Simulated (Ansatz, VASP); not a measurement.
Na in VASP and in Ansatz

File INCAR:

```
SYSTEM = Na
PREC = Accurate ; ENCUT = 500
EDIFF = 1E-6 ; ISMEAR = -1
SIGMA = 0.0272 ; LREAL = .False.
LASPH = .True. ; NELM = 120
ALGO = Normal ; ISIF = 2
LWAVE = .False. ; LCHARG = .True.
GGA = PS ; LELF = .True.
LVHAR = .True. ; NBANDS = 10
GGA_COMPAT = .False.
```

Contents of KPOINTS:

```
regular mesh
0
Gamma
  10 10 10
  0 0 0
```

The input POSCAR:

```
Na
1.0
   -2.1410000000      2.1410000000      2.1410000000
    2.1410000000     -2.1410000000      2.1410000000
    2.1410000000      2.1410000000     -2.1410000000
Na
1
Direct
    0.0000000000      0.0000000000      0.0000000000
```

Input for Ansatz:

```yaml
crystal:
  lattice:
    - [-2.141, 2.141, 2.141]
    - [2.141, -2.141, 2.141]
    - [2.141, 2.141, -2.141]
  atoms:
    - { symbol: Na, position: [0.0, 0.0, 0.0] }
kpoints:
  mp_grid: { grid: [10, 10, 10] }
scf:
  occupations: { method: fermi_dirac, width: 0.0272 }
hamiltonian:
  xc: pbesol
  pseudopotentials: { kind: all_electron, lapw: { basis_error: 0.001 } }
output:
  forces: true
  stress: true
  eigenvalues: true
  eigenstates:
    nscf_kmesh: { grid: [16, 16, 16] }
    de_dk: true
    e_range: [-14, 14]
  optics:
    e_range: [0, 30]
    de: 0.2
    sigma: 0.15
    bands: { spectra_wanted_up_to: 30 }
    nscf_kmesh: { grid: [16, 16, 16] }
    drude_damping: 0.109
checkpoint:
  write: ck
  write_wavefunctions: false
```

Alike in both runs: task single point; functional PBEsol; k mesh 10 × 10 × 10; occupations fermi-dirac, width 0.0272 eV; no spin polarisation.

|  | VASP | Ansatz |
| --- | --- | --- |
| version | VASP 6.6.1 | Ansatz 0.2.0 |
| potentials or method | VASP PAW PBE potentials, release 64 (Na_pv), cutoff 500 eV | all-electron LAPW, scalar-relativistic |

VASP gave:

| Quantity | Value |
| --- | --- |
| pressure (GPa) | -0.6 |

What did Ansatz give for the same quantities?

Pressure (GPa): -0.5.

VASP's potentials were made for PBE, not for PBEsol. Ansatz ran all-electron here, and VASP with PAW potentials. Ansatz's warnings: optics on partly filled bands.
